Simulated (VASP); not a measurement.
Wanted: the native input for a VASP 6.6.1 run.

| Property | Result |
| --- | --- |
| Task | single point |
| Functional | HSE06 |
| Potentials or basis | VASP PAW PBE potentials, release 64 (Zn, S) |
| Cutoff | 520 eV |
| k mesh | 5 × 5 × 5 |
| Occupations | fermi-dirac, width 0.05 eV |
| Spin | no spin polarisation |
| Dipole correction | no |
| Grid for exact exchange (PRECFOCK) | Normal |
| Further INCAR settings | ALGO = Normal; EDIFF = 1e-07; NBANDS = 16 |
| Screening parameter | 0.2079 1/Å |

The system is ZnS.

```
CELL_PARAMETERS angstrom
0.00000 2.73756 2.73756
2.73756 0.00000 2.73756
2.73756 2.73756 0.00000
ATOMIC_POSITIONS crystal
Zn 0.75000 0.75000 0.75000
S 0.00000 0.00000 0.00000
```

One way to write it, as run:

POSCAR

```
ZnS
1.0
    0.0000000000      2.7375567091      2.7375567091
    2.7375567091      0.0000000000      2.7375567091
    2.7375567091      2.7375567091      0.0000000000
Zn S
1 1
Direct
    0.7500000000      0.7500000000      0.7500000000
    0.0000000000      0.0000000000      0.0000000000
```

INCAR.step1

```
SYSTEM = ZnS
PREC = Accurate
ENCUT = 520
EDIFF = 1E-5
ISMEAR = -1
SIGMA = 0.05
LREAL = .FALSE.
LASPH = .TRUE.
NELM = 80
ALGO = Normal
ISIF = 2
LWAVE = .TRUE.
LCHARG = .FALSE.
NBANDS = 16
GGA = PE
```

INCAR.step2

```
SYSTEM = ZnS
PREC = Accurate
ENCUT = 520
EDIFF = 1E-7
ISMEAR = -1
SIGMA = 0.05
LREAL = .FALSE.
LASPH = .TRUE.
NELM = 80
ALGO = Normal
ISIF = 2
LWAVE = .FALSE.
LCHARG = .FALSE.
GGA = PE
LHFCALC = .TRUE.
HFSCREEN = 0.2079
PRECFOCK = Normal
NBANDS = 16
ISTART = 1
```

KPOINTS

```
regular mesh
0
G
  5 5 5
  0 0 0
```

Potentials or basis: VASP PAW PBE potentials, release 64 (Zn, S).

Run with:

```bash
$ cat potpaw_PBE.64/Zn/POTCAR potpaw_PBE.64/S/POTCAR > POTCAR
$ cp INCAR.step1 INCAR
$ mpirun -np 1 vasp_std > vasp.out
$ cp INCAR.step2 INCAR
$ mpirun -np 1 vasp_std > vasp.out
```

Results of the run:

- Pressure: -1.9 GPa
- Band gap on the k mesh: 3.14 eV, direct

Caveat: the PAW data sets were made with another functional, which shifts forces and pressure a little.

It took 16 min on 1 thread of Intel(R) Xeon(R) Platinum 8488C (Sapphire Rapids) (shared host), peak memory 0.27 GiB.
